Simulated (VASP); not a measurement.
# In2Sb (P6_3/mmc) in VASP: single point with r2SCAN

Aim: the single point of In2Sb with r2SCAN.

Program: VASP 6.6.1. These are calculated values, not measurements. Logs are shortened: lines on timing, memory, paths and dates and some standing lists are left out, and cuts for length are marked.

## Step 1: The cell of the first run

Symmetry: P6_3/mmc, No. 194, hexagonal system. Conventional cell: a = 5.253 Å, b = 5.253 Å, c = 6.641 Å, α = 90.00°, β = 90.00°, γ = 120.00°. In (site symmetry -6m2) has 5 Sb at 3.03 to 3.32 Å and 6 In at 3.46 Å within 4.0 Å. Within 4.4 Å of In (site symmetry -3m) lie 8 In at 3.32 to 3.46 Å and 6 Sb at 3.46 Å. Sb (site symmetry -6m2) has 11 In at 3.03 to 3.46 Å within 4.0 Å.

## Step 2: Single point, r2SCAN (strain -0.030 along x and y, +0.030 along z)

POSCAR reads:

```
In2Sb
1.0
    5.2529978787      0.0000000000      0.0000000000
   -2.6264989393      4.5492296090      0.0000000000
    0.0000000000      0.0000000000      6.6407381795
In Sb
4 2
Direct
    0.6666666667      0.3333333333      0.2500000000
    0.3333333333      0.6666666667      0.7500000000
    0.0000000000      0.0000000000      0.5000000000
    0.0000000000      0.0000000000      0.0000000000
    0.6666666667      0.3333333333      0.7500000000
    0.3333333333      0.6666666667      0.2500000000
```

INCAR.step1 reads:

```
PREC = Accurate
ENCUT = 550
ISMEAR = 0
SIGMA = 0.15
LREAL = F
LASPH = T
NELM = 120
NBANDS = 40
GGA = PE
ALGO = Normal
EDIFF = 1E-5
LWAVE = T
LCHARG = F
GGA_COMPAT = F
```

INCAR.step2 reads:

```
PREC = Accurate
ENCUT = 550
EDIFF = 1E-6
ISMEAR = 0
SIGMA = 0.15
LREAL = F
LASPH = T
NELM = 120
ALGO = Normal
ISIF = 2
LWAVE = F
LCHARG = T
METAGGA = R2SCAN
LMIXTAU = T
LELF = T
LVHAR = T
NBANDS = 40
ISTART = 1
GGA_COMPAT = F
```

KPOINTS reads:

```
regular mesh
0
Gamma
  12 12 8
```

Potentials or basis: VASP PAW PBE potentials, release 64 (In_d, Sb).

Started as:

```bash
$ cat potpaw_PBE.64/In_d/POTCAR potpaw_PBE.64/Sb/POTCAR > POTCAR
$ cp INCAR.step1 INCAR
$ mpirun -np 1 vasp_std > vasp.out
$ cp INCAR.step2 INCAR
$ mpirun -np 1 vasp_std > vasp.out
```

OUTCAR:

```text
PREC = Accurate
   ENCUT = 550
   EDIFF = 1E-6
   ISMEAR = 0
   LREAL = F
   LASPH = T
   NELM = 120
   ISIF = 2
   METAGGA = R2SCAN
   ISTART = 1

 ion  position               nearest neighbor table
   1  0.667  0.333  0.250-   6 3.03   6 3.03   6 3.03   5 3.32   5 3.32   3 3.46   4 3.46   3 3.46
                             4 3.46   3 3.46   4 3.46
   2  0.333  0.667  0.750-   5 3.03   5 3.03   5 3.03   6 3.32   6 3.32   3 3.46   4 3.46   4 3.46
                             3 3.46   4 3.46   3 3.46
   3  0.000  0.000  0.500-   4 3.32   4 3.32   1 3.46   5 3.46   6 3.46   2 3.46   2 3.46   6 3.46
                             1 3.46   5 3.46   1 3.46   5 3.46   2 3.46   6 3.46
   4  0.000  0.000  0.000-   3 3.32   3 3.32   1 3.46   5 3.46   6 3.46   2 3.46   2 3.46   6 3.46
                             1 3.46   5 3.46   1 3.46   5 3.46   2 3.46   6 3.46
   5  0.667  0.333  0.750-   2 3.03   2 3.03   2 3.03   1 3.32   1 3.32   3 3.46   4 3.46   3 3.46
                             4 3.46   3 3.46   4 3.46
   6  0.333  0.667  0.250-   1 3.03   1 3.03   1 3.03   2 3.32   2 3.32   3 3.46   4 3.46   4 3.46
                             3 3.46   4 3.46   3 3.46

  LATTYP: Found a hexagonal cell.
 ALAT       =     5.2529978787
 C/A-ratio  =     1.2641806322

  Lattice vectors:

 A1 = (   5.2529978787,   0.0000000000,   0.0000000000)
 A2 = (  -2.6264989393,   4.5492296090,   0.0000000000)
 A3 = (   0.0000000000,   0.0000000000,   6.6407381795)

Analysis of symmetry for initial positions (statically):
=====================================================================
 Subroutine PRICEL returns:
 Original cell was already a primitive cell.

 Routine SETGRP: Setting up the symmetry group for a
 hexagonal supercell.

 Subroutine GETGRP returns: Found 24 space group operations
 (whereof 12 operations were pure point group operations)
 out of a pool of 24 trial point group operations.

The static configuration has the point symmetry D_3d.
 The point group associated with its full space group is D_6h.

Analysis of symmetry for dynamics (positions and initial velocities):
=====================================================================
 Subroutine PRICEL returns:
 Original cell was already a primitive cell.

 Routine SETGRP: Setting up the symmetry group for a
 hexagonal supercell.

 Subroutine GETGRP returns: Found 24 space group operations
 (whereof 12 operations were pure point group operations)
 out of a pool of 24 trial point group operations.

The dynamic configuration has the point symmetry D_3d.
 The point group associated with its full space group is D_6h.

 Subroutine INISYM returns: Found 24 space group operations
 (whereof 12 operations are pure point group operations),
 and found     1 'primitive' translations

----------------------------------------------------------------------------------------

                                     Primitive cell

  volume of cell :     158.6943

  direct lattice vectors                    reciprocal lattice vectors
     5.252997879  0.000000000  0.000000000     0.190367486  0.109908719  0.000000000
    -2.626498939  4.549229609  0.000000000     0.000000000  0.219817439  0.000000000
     0.000000000  0.000000000  6.640738179     0.000000000  0.000000000  0.150585669

  length of vectors
     5.252997879  5.252997879  6.640738179     0.219817439  0.219817439  0.150585669

  position of ions in fractional coordinates (direct lattice)
     0.666666667  0.333333333  0.250000000
     0.333333333  0.666666667  0.750000000
     0.000000000  0.000000000  0.500000000
     0.000000000  0.000000000  0.000000000
     0.666666667  0.333333333  0.750000000
     0.333333333  0.666666667  0.250000000

  ion indices of the primitive-cell ions
   primitive index   ion index
                 1           1
                 2           2
                 3           3
                 4           4
                 5           5
                 6           6

----------------------------------------------------------------------------------------

 KPOINTS: regular mesh

Automatic generation of k-mesh.
 Grid dimensions read from file:
 generate k-points for:   12   12    8

 Generating k-lattice:

  Cartesian coordinates                     Fractional coordinates (reciprocal lattice)
     0.015863957  0.009159060  0.000000000     0.083333333  0.000000000  0.000000000
     0.000000000  0.018318120  0.000000000     0.000000000  0.083333333  0.000000000
     0.000000000  0.000000000  0.018823209     0.000000000  0.000000000  0.125000000

  Length of vectors
     0.018318120  0.018318120  0.018823209

  Shift w.r.t. Gamma in fractional coordinates (k-lattice)
     0.000000000  0.000000000  0.000000000

 Subroutine IBZKPT returns following result:
 ===========================================

 Found     95 irreducible k-points:

 Following reciprocal coordinates:
            Coordinates               Weight
  0.000000  0.000000  0.000000      1.000000
  0.083333  0.000000  0.000000      6.000000
  0.166667  0.000000  0.000000      6.000000
  0.250000  0.000000  0.000000      6.000000
  0.333333  0.000000  0.000000      6.000000
  0.416667 -0.000000  0.000000      6.000000
[... 16 lines left out ...]
  0.250000  0.000000  0.125000     12.000000
  0.333333  0.000000  0.125000     12.000000
 [... further k-points ...]
   k-points           NKPTS =     95   k-points in BZ     NKDIM =     95   number of bands    NBANDS=     40
   number of dos      NEDOS =    301   number of ions     NIONS =      6
   total plane-waves  NPLWV =  86400
   dimension x,y,z NGX =    40 NGY =   40 NGZ =   54
   dimension x,y,z NGXF=    80 NGYF=   80 NGZF=  108
   ions per type =               4   2
   NGX,Y,Z   is equivalent  to a cutoff of  12.66, 12.66, 13.52 a.u.
   NGXF,Y,Z  is equivalent  to a cutoff of  25.32, 25.32, 27.04 a.u.
 SYSTEM =  unknown system
   PREC   = accura    normal or accurate (medium, high low for compatibility)
   ISTART =      1    job   : 0-new  1-cont  2-samecut
   ICHARG =      0    charge: 1-file 2-atom 10-const
   ISPIN  =      1    spin polarized calculation?
   LNONCOLLINEAR =      F non collinear calculations
   LSORBIT =      F    spin-orbit coupling
   LASPH  =      T    aspherical Exc in radial PAW
   ENCUT  =  550.0 eV  40.42 Ry    6.36 a.u.  10.04 10.04 12.70*2*pi/ulx,y,z
   NELM   =    120;   NELMIN=  2; NELMDL=  0     # of ELM steps
   EDIFF  = 0.1E-05   stopping-criterion for ELM
   LREAL  =      F    real-space projection
   EDIFFG = 0.1E-04   stopping-criterion for IOM
   NSW    =      0    number of steps for IOM
   IBRION =     -1    ionic relax: 0-MD 1-quasi-New 2-CG
   NFREE  =      0    steps in history (QN), initial steepest desc. (CG)
   ISIF   =      2    stress and relaxation
   ISYM   =      2    0-nonsym 1-usesym 2-fastsym
   POTIM  = 0.5000    time-step for ionic-motion
   TEBEG  =    0.0;   TEEND  =   0.0 temperature during run
   PSTRESS=    0.0 pullay stress
   NELECT =      62.0000    total number of electrons
   NUPDOWN=      -1.0000    fix difference up-down
   EMIN   =  10.00;   EMAX   =-10.00  energy-range for DOS
   EFERMI =   0.00;   METHOD = LEGACY
   ISMEAR =     0;   SIGMA  =   0.15  broadening in eV -4-tet -1-fermi 0-gaus
   EFERMI_NEDOS =   21; number of points for ismear=-14 and -15
   IALGO  =     38    algorithm
   IMIX   =      4    mixing-type and parameters
     AMIX     =   0.40;   BMIX     =  1.00
     AMIX_MAG =   1.60;   BMIX_MAG =  1.00
  volume/ion in A,a.u.               =      26.45       178.49
  Fermi-wavevector in a.u.,A,eV,Ry     =   1.196791  2.261607 19.487737  1.432308
  Thomas-Fermi vector in A             =   2.332722
   LORBIT       =      0    0 simple, 1 ext, 2 COOP (PROOUT), +10 PAW based schemes
   METAGGA = R2SCAN    functional components
   LHFCALC =     F    Hartree Fock is set to
   AEXX    =    0.0000 exact exchange contribution
   IVDW    =     0    specifies the selected vdW correction
   LEPSILON=     F    determine dielectric tensor
   LRPA    =     F    only Hartree local field effects (RPA)
 non-spin polarized calculation
 Gauss-broadening in eV      SIGMA  =   0.15
  energy-cutoff  :      550.00
  volume of cell :      158.69
 maximum number of plane-waves:      4674
   NGX = 21   NGY = 21   NGZ = 25

 number of electron      61.9999994 magnetization

 Free energy of the ion-electron system (eV)
  ---------------------------------------------------
  ext. energy  EPLUGINS =         0.00000000
  ---------------------------------------------------
  free energy    TOTEN  =      -141.56235207 eV

  energy without entropy =     -141.52547163  energy(sigma->0) =     -141.54391185

 E-fermi :   7.9153     XC(G=0): -10.8834

 val. band max:        7.9150231921   @ k =   0.2500   0.1667   0.5000
 cond. band min:       7.9301965061   @ k =   0.3333   0.0000   0.2500
 fundamental gap:      0.0151733140
 Fermi energy:         7.9153101872

 k-point     1 :       0.0000    0.0000    0.0000
  band No.  band energies     occupation
      1      -7.6051      2.00000
      2      -7.6051      2.00000
      3      -7.5940      2.00000
      4      -7.5528      2.00000
      5      -7.5528      2.00000
      6      -7.5102      2.00000
[... 32 lines left out ...]
     39      10.3452      0.00000
     40      11.4450      0.00000

 k-point     2 :       0.0833    0.0000    0.0000
  band No.  band energies     occupation
      1      -7.6081      2.00000
      2      -7.6018      2.00000
      3      -7.5930      2.00000
      4      -7.5501      2.00000
      5      -7.5475      2.00000
      6      -7.5031      2.00000
[... 32 lines left out ...]
     39      10.8673      0.00000
     40      11.4451      0.00000

 k-point     3 :       0.1667    0.0000    0.0000
  band No.  band energies     occupation
      1      -7.6128      2.00000
      2      -7.5927      2.00000
      3      -7.5901      2.00000
      4      -7.5425      2.00000
      5      -7.5322      2.00000
      6      -7.4981      2.00000
[... 853 lines left out ...]
  band No.  band energies     occupation
      1      -7.6086      2.00000
      2      -7.5778      2.00000
      3      -7.5741      2.00000
      4      -7.5296      2.00000
      5      -7.5153      2.00000
      6      -7.5054      2.00000
[... 32 lines left out ...]
     39      11.9442      0.00000
     40      13.1524      0.00000

 k-point    24 :       0.3333    0.0000    0.1250
  band No.  band energies     occupation
      1      -7.6077      2.00000
      2      -7.5688      2.00000
      3      -7.5660      2.00000
      4      -7.5228      2.00000
      5      -7.5194      2.00000
      6      -7.4820      2.00000
[... 32 lines left out ...]
     39      12.8472      0.00000
     40      13.1204      0.00000

 [... further k-points ...]

------------------------ aborting loop because EDIFF is reached ----------------------------------------

  FORCE on cell =-STRESS in cart. coord.  units (eV):
  Direction    XX          YY          ZZ          XY          YZ          ZX
  --------------------------------------------------------------------------------------
  -------------------------------------------------------------------------------------
  Total        2.8207037      2.8207037     -0.1809815      0.0000000      0.0000000     -0.0000000
  in kB       28.4778112     28.4778112     -1.8271888      0.0000000      0.0000000     -0.0000000
  external PRESSURE =      18.3761445 kB  Pullay stress =       0.0000000 kB

 VOLUME and BASIS-vectors are now :
 -----------------------------------------------------------------------------
  energy-cutoff  :      550.00
  volume of cell :      158.69
      direct lattice vectors                 reciprocal lattice vectors
     5.252997879  0.000000000  0.000000000     0.190367486  0.109908719  0.000000000
    -2.626498939  4.549229609  0.000000000     0.000000000  0.219817439  0.000000000
     0.000000000  0.000000000  6.640738179     0.000000000  0.000000000  0.150585669

 POSITION                                       TOTAL-FORCE (eV/Angst)
 -----------------------------------------------------------------------------------
      2.62650      1.51641      1.66018         0.000000      0.000000      0.000000
     -0.00000      3.03282      4.98055        -0.000000      0.000000      0.000000
      0.00000      0.00000      3.32037        -0.000000      0.000000      0.000000
      0.00000      0.00000      0.00000        -0.000000      0.000000      0.000000
      2.62650      1.51641      4.98055        -0.000000      0.000000      0.000000
     -0.00000      3.03282      1.66018         0.000000     -0.000000      0.000000
 -----------------------------------------------------------------------------------
    total drift:                                0.000000     -0.000000      0.000000

  FREE ENERGIE OF THE ION-ELECTRON SYSTEM (eV)
  ---------------------------------------------------
  free  energy   TOTEN  =      -141.5623520652 eV

  energy  without entropy=     -141.5254716304  energy(sigma->0) =     -141.54391185
```

Run time: 39 min. Hardware: 1 thread of Intel Xeon Platinum 8175M at 2.50GHz (Skylake/Cascade Lake), shared host; peak memory 0.67 GiB.

Results:

* Free energy: -141.5624 eV
* Pressure: 1.8 GPa
* Band gap on the k mesh: zero (bands 31 and 32 overlap by 2.35 eV)

Stress tensor (GPa, compression positive):
```
 2.85  0.00  0.00
 0.00  2.85  0.00
 0.00  0.00 -0.18
```

Levels at points of the mesh, in eV from the Fermi level:
```csv
k point,band 28,band 29,band 30,band 31,band 32,band 33,band 34,band 35
"(0.00, 0.00, 0.00)",-2.14,-2.14,-1.19,-0.79,-0.55,-0.55,0.30,0.67
"(0.50, 0.00, 0.00)",-4.15,-2.11,-1.71,-1.35,1.30,1.90,2.71,3.83
"(0.00, 0.00, 0.50)",-2.28,-2.28,-2.28,-1.35,-1.35,-0.39,-0.39,-0.39
"(0.50, 0.00, 0.50)",-3.64,-0.93,-0.93,0.40,0.40,2.79,2.79,3.30
```

Caveat: the cell differs from its parent crystal (strain -0.030 along x and y, +0.030 along z); the PAW data sets were made with another functional, which shifts forces and pressure a little; spin-orbit coupling is left out, which moves the levels of the heavy elements.
